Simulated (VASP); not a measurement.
# W (Pm-3n) in VASP: a series of runs, part 2 of 3

VASP 6.6.1. Earlier steps stand in the parts before.

### Step 3. Single point, PBEsol (volume scaled by 0.88)

INCAR

```
PREC     = Accurate       # precision mode
ENCUT    = 520            # plane-wave cutoff, eV
EDIFF    = 1E-6           # SCF threshold, eV
ISMEAR   = 0              # smearing method
SIGMA    = 0.1            # smearing width, eV
LREAL    = False          # projectors in reciprocal space
LASPH    = True           # aspherical terms in the spheres
NELM     = 60             # most SCF steps
ALGO     = Fast           # electronic algorithm
ISIF     = 2              # what is computed and relaxed
LWAVE    = False          # write WAVECAR
LCHARG   = True           # write CHGCAR
GGA      = PS             # functional
LELF     = True           # ELF
LVHAR    = True         
NBANDS   = 66             # bands
```

KPOINTS

```
Automatic mesh
0
Gamma
  8 8 8
```

POSCAR

```
W
1.0
    4.8221265478      0.0000000000      0.0000000000
    0.0000000000      4.8221265478      0.0000000000
    0.0000000000      0.0000000000      4.8221265478
W
8
Direct
    0.0000000000      0.0000000000      0.0000000000
    0.5000000000      0.5000000000      0.5000000000
    0.0000000000      0.5000000000      0.2500000000
    0.0000000000      0.5000000000      0.7500000000
    0.2500000000      0.0000000000      0.5000000000
    0.7500000000      0.0000000000      0.5000000000
    0.5000000000      0.7500000000      0.0000000000
    0.5000000000      0.2500000000      0.0000000000
```

Potentials or basis: VASP PAW PBE potentials, release 64 (W_sv).

On the command line:

```sh
$ cat potpaw_PBE.64/W_sv/POTCAR > POTCAR
$ mpirun -np 1 vasp_std > vasp.out
```

OUTCAR:

```text
PREC = Accurate
   ENCUT = 520
   EDIFF = 1E-6
   ISMEAR = 0
   LREAL = False
   LASPH = True
   NELM = 60
   ISIF = 2
   GGA = PS

 ion  position               nearest neighbor table
   1  0.000  0.000  0.000-   3 2.70   4 2.70   5 2.70   6 2.70   7 2.70   8 2.70   5 2.70   6 2.70
                             3 2.70   4 2.70   7 2.70   8 2.70
   2  0.500  0.500  0.500-   3 2.70   4 2.70   5 2.70   6 2.70   7 2.70   8 2.70   7 2.70   8 2.70
                             5 2.70   6 2.70   3 2.70   4 2.70
   3  0.000  0.500  0.250-   4 2.41   4 2.41   1 2.70   2 2.70   1 2.70   2 2.70   8 2.95   5 2.95
                             6 2.95   5 2.95   6 2.95   7 2.95   7 2.95   8 2.95
   4  0.000  0.500  0.750-   3 2.41   3 2.41   1 2.70   2 2.70   1 2.70   2 2.70   8 2.95   5 2.95
                             6 2.95   5 2.95   6 2.95   7 2.95   7 2.95   8 2.95
   5  0.250  0.000  0.500-   6 2.41   6 2.41   1 2.70   1 2.70   2 2.70   2 2.70   8 2.95   4 2.95
                             7 2.95   8 2.95   3 2.95   3 2.95   4 2.95   7 2.95
   6  0.750  0.000  0.500-   5 2.41   5 2.41   1 2.70   1 2.70   2 2.70   2 2.70   8 2.95   4 2.95
                             7 2.95   8 2.95   3 2.95   3 2.95   4 2.95   7 2.95
   7  0.500  0.750  0.000-   8 2.41   8 2.41   1 2.70   2 2.70   2 2.70   1 2.70   3 2.95   4 2.95
                             5 2.95   6 2.95   5 2.95   6 2.95   3 2.95   4 2.95
   8  0.500  0.250  0.000-   7 2.41   7 2.41   1 2.70   2 2.70   2 2.70   1 2.70   3 2.95   4 2.95
                             5 2.95   6 2.95   5 2.95   6 2.95   3 2.95   4 2.95

  LATTYP: Found a simple cubic cell.
 ALAT       =     4.8221265478

  Lattice vectors:

 A1 = (   4.8221265478,   0.0000000000,   0.0000000000)
 A2 = (   0.0000000000,   4.8221265478,   0.0000000000)
 A3 = (   0.0000000000,   0.0000000000,   4.8221265478)

Analysis of symmetry for initial positions (statically):
=====================================================================
 Subroutine PRICEL returns:
 Original cell was already a primitive cell.

 Routine SETGRP: Setting up the symmetry group for a
 simple cubic supercell.

 Subroutine GETGRP returns: Found 48 space group operations
 (whereof 24 operations were pure point group operations)
 out of a pool of 48 trial point group operations.

[... 153 lines left out ...]
   GGA     = PS    functional components
   LHFCALC =     F    Hartree Fock is set to
   AEXX    =    0.0000 exact exchange contribution
   IVDW    =     0    specifies the selected vdW correction
   LEPSILON=     F    determine dielectric tensor
   LRPA    =     F    only Hartree local field effects (RPA)
 non-spin polarized calculation
 RMM-DIIS sequential band-by-band and
 Gauss-broadening in eV      SIGMA  =   0.10
  energy-cutoff  :      520.00
  volume of cell :      112.13
 maximum number of plane-waves:      3050
 NGX is ok and might be reduce to    36
   NGX = 17   NGY = 17   NGZ = 17

 number of electron     111.9999956 magnetization

 Free energy of the ion-electron system (eV)
  ---------------------------------------------------
  ext. energy  EPLUGINS =         0.00000000
  ---------------------------------------------------
  free energy    TOTEN  =      -107.29276534 eV

  energy without entropy =     -107.27838736  energy(sigma->0) =     -107.28557635

 E-fermi :  12.8550     XC(G=0): -14.4570

 val. band max:       12.8330860663   @ k =   0.2500   0.0000   0.0000
 cond. band min:      12.8569798866   @ k =   0.1250   0.1250   0.0000
 fundamental gap:      0.0238938203
 Fermi energy:        12.8549846019

 k-point     1 :       0.0000    0.0000    0.0000
  band No.  band energies     occupation
      1     -60.9481      2.00000
      2     -60.8480      2.00000
      3     -60.8480      2.00000
      4     -60.6033      2.00000
      5     -60.6033      2.00000
      6     -60.6033      2.00000
[... 1645 lines left out ...]
     65      15.8192      0.00000
     66      16.2049      0.00000

 [... further k-points ...]
[... 5 lines left out ...]
  --------------------------------------------------------------------------------------
  -------------------------------------------------------------------------------------
  Total       38.3382109     38.3382109     38.3382109     -0.0000000      0.0000000      0.0000000
  in kB      547.8057849    547.8057849    547.8057849     -0.0000000      0.0000000      0.0000000
  external PRESSURE =     547.8057849 kB  Pullay stress =       0.0000000 kB

 VOLUME and BASIS-vectors are now :
 -----------------------------------------------------------------------------
  energy-cutoff  :      520.00
  volume of cell :      112.13
      direct lattice vectors                 reciprocal lattice vectors
     4.822126548  0.000000000  0.000000000     0.207377386  0.000000000  0.000000000
     0.000000000  4.822126548  0.000000000     0.000000000  0.207377386  0.000000000
     0.000000000  0.000000000  4.822126548     0.000000000  0.000000000  0.207377386

 POSITION                                       TOTAL-FORCE (eV/Angst)
 -----------------------------------------------------------------------------------
      0.00000      0.00000      0.00000        -0.000000     -0.000000     -0.000000
      2.41106      2.41106      2.41106        -0.000000     -0.000000     -0.000000
      0.00000      2.41106      1.20553        -0.000000      0.000000      0.000000
      0.00000      2.41106      3.61659         0.000000     -0.000000     -0.000000
      1.20553      0.00000      2.41106        -0.000000      0.000000     -0.000000
      3.61659      0.00000      2.41106         0.000000      0.000000      0.000000
      2.41106      3.61659      0.00000        -0.000000     -0.000000      0.000000
      2.41106      1.20553      0.00000         0.000000      0.000000      0.000000
 -----------------------------------------------------------------------------------
    total drift:                                0.000000      0.000000     -0.000000

  FREE ENERGIE OF THE ION-ELECTRON SYSTEM (eV)
  ---------------------------------------------------
  free  energy   TOTEN  =      -107.2927653375 eV

  energy  without entropy=     -107.2783873576  energy(sigma->0) =     -107.28557635
```

Run time: 7.6 min. Hardware: 1 thread of AMD EPYC 7R13, shared host; peak memory 0.28 GiB.

What came out:

| Quantity | Value |
| --- | --- |
| Free energy | -107.2928 eV |
| Pressure | 54.8 GPa |
| Band gap on the k mesh | zero (band 56 reaches 13.49 eV, above the bottom of band 57 at 12.18 eV) |

Levels at points of the mesh, in eV from the Fermi level:
| k point | band 54 | band 55 | band 56 | band 57 | band 58 | band 59 |
| --- | --- | --- | --- | --- | --- | --- |
| (0.00, 0.00, 0.00) | -1.77 | -0.67 | -0.67 | -0.67 | 1.91 | 1.91 |
| (0.50, 0.00, 0.00) | -1.38 | -0.82 | -0.82 | 0.54 | 0.54 | 1.06 |
| (0.50, 0.50, 0.00) | -1.29 | -1.29 | 0.40 | 0.40 | 0.44 | 0.78 |
| (0.50, 0.50, 0.50) | -1.26 | -1.26 | -1.26 | 1.58 | 1.58 | 1.58 |

Caveat: the PAW data sets were made with another functional, which shifts forces and pressure a little; spin-orbit coupling is left out, which moves the levels of the heavy elements.

### Step 4. Single point, PBEsol (volume scaled by 0.91)

INCAR

```
SYSTEM = W
PREC = Accurate
ENCUT = 520
EDIFF = 1E-7
ISMEAR = 0
SIGMA = 0.1
LREAL = .False.
LASPH = .True.
NELM = 60
ALGO = Fast
ISIF = 2
LWAVE = .False.
LCHARG = .False.
GGA = PS
NBANDS = 66
```

KPOINTS

```
Automatic mesh
0
Gamma
  8 8 8
  0 0 0
```

Edit POSCAR of step 3 so:

```diff
@@ -2,5 +2,5 @@
 1.0
-    4.8221265478      0.0000000000      0.0000000000
-    0.0000000000      4.8221265478      0.0000000000
-    0.0000000000      0.0000000000      4.8221265478
+    4.8763122803      0.0000000000      0.0000000000
+    0.0000000000      4.8763122803      0.0000000000
+    0.0000000000      0.0000000000      4.8763122803
 W
```

On the command line:

```sh
$ cat potpaw_PBE.64/W_sv/POTCAR > POTCAR
$ mpirun -np 1 vasp_std > vasp.out
```

Run time: 11 min. Hardware: 1 thread of AMD EPYC 7R13, shared host; peak memory 0.29 GiB.

It converged, with:

- Free energy: -108.3963 eV
- Pressure: 38.0 GPa
- Band gap on the k mesh: zero (band 56 reaches 12.93 eV, above the bottom of band 57 at 11.72 eV)

Levels at points of the mesh, in eV from the Fermi level:
| k point | band 52 | band 53 | band 54 | band 55 | band 56 | band 57 | band 58 | band 59 | band 60 | band 61 |
| --- | --- | --- | --- | --- | --- | --- | --- | --- | --- | --- |
| (0.00, 0.00, 0.00) | -1.97 | -1.69 | -1.69 | -0.62 | -0.62 | -0.62 | 1.85 | 1.85 | 1.85 | 1.89 |
| (0.50, 0.00, 0.00) | -1.35 | -1.31 | -1.31 | -0.87 | -0.87 | 0.55 | 0.55 | 1.00 | 1.00 | 1.27 |
| (0.50, 0.50, 0.00) | -1.71 | -1.53 | -1.19 | -1.19 | 0.37 | 0.37 | 0.41 | 0.73 | 1.19 | 1.36 |
| (0.50, 0.50, 0.50) | -1.30 | -1.30 | -1.30 | -1.30 | -1.30 | 1.52 | 1.52 | 1.52 | 1.52 | 1.52 |

Caveat: the PAW data sets were made with another functional, which shifts forces and pressure a little; spin-orbit coupling is left out, which moves the levels of the heavy elements.

[end of part 2 of 3]
